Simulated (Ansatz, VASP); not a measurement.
One calculation of Sn3Se2, two programs

```
CELL_PARAMETERS angstrom
3.98849 0.00000 0.00000
-1.99425 3.45414 0.00000
0.00000 0.00000 9.97060
ATOMIC_POSITIONS crystal
Sn 0.00000 0.00000 0.00000
Sn 0.66667 0.33333 0.38083
Sn 0.33333 0.66667 0.61917
Se 0.33333 0.66667 0.19344
Se 0.66667 0.33333 0.80656
```

Alike in both runs: functional PBE; k mesh 5 × 5 × 2; occupations gaussian, width 0.2 eV; no spin polarisation.

Ansatz relaxed the structure, and its values are those at the end. VASP's run is a single point on that final structure, the one shown.

```csv
,VASP,Ansatz
version,VASP 6.6.1,Ansatz 0.2.0
potentials or method,"VASP PAW PBE potentials, release 64 (Sn_d, Se), cutoff 500 eV","scalar-relativistic, plane waves, PAW"
valence electrons in the cell,54,74
```

VASP gave:

```
gap on the k mesh at the Fermi level (eV) : none
pressure (GPa)                            : -0.1
rms of the force components (eV/Å)        : 0.014
```

Q: Estimate Ansatz's values.

A: gap on the k mesh at the Fermi level (eV): none; pressure (GPa): -0.1; rms of the force components (eV/Å): 0.012.

A gap of «none» marks a metal or a gap that the smearing closes. VASP's potentials hold 54 valence electrons a cell and Ansatz's 74, so a difference there can come from the potentials and not from the codes.

The k mesh is coarse, so the values compare programs but aren't converged.
